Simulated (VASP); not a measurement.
Wanted: the native input for a VASP 6.6.1 run.

```yaml
Task: single point
Functional: PBEsol
Potentials_or_basis: VASP PAW PBE potentials, release 64 (Sr_sv, O)
Cutoff: 520 eV
k_mesh: 8 × 8 × 8
Occupations: fermi-dirac, width 0.03 eV
Spin: no spin polarisation
Dipole_correction: no
Further_INCAR_settings: ALGO = Normal; EDIFF = 1e-06; NBANDS = 15
```

The structure of SrO lies in POSCAR:

```
SrO
1.0
    0.0000000000      2.5173403822      2.5173403822
    2.5173403822      0.0000000000      2.5173403822
    2.5173403822      2.5173403822      0.0000000000
Sr O
1 1
Direct
    0.0000000000      0.0000000000      0.0000000000
    0.5000000000      0.5000000000      0.5000000000
```

This cell differs from its parent crystal: volume scaled by 0.94.

These files were run (other wordings do the same):

INCAR

```
  ALGO = Normal
  EDIFF = 1E-6
  ENCUT = 520
  GGA = PS
  ISIF = 2
  ISMEAR = -1
  LASPH = T
  LCHARG = F
  LREAL = F
  LWAVE = F
  NBANDS = 15
  NELM = 60
  PREC = Accurate
  SIGMA = 0.03
```

KPOINTS

```
k-points
0
Gamma
  8 8 8
```

Potentials or basis: VASP PAW PBE potentials, release 64 (Sr_sv, O).

Run with:

```bash
$ cat potpaw_PBE.64/Sr_sv/POTCAR potpaw_PBE.64/O/POTCAR > POTCAR
$ mpirun -np 1 vasp_std > vasp.out
```

Results of the run:

```yaml
Pressure: 6.3 GPa
Band_gap_on_the_k_mesh: 3.10 eV, indirect (least direct gap 3.14 eV)
```

Caveat: the PAW data sets were made with another functional, which shifts forces and pressure a little.

It took 13 s on 1 thread of Intel(R) Xeon(R) Platinum 8375C CPU @ 2.90GHz (Ice Lake) (shared host), peak memory 0.16 GiB.
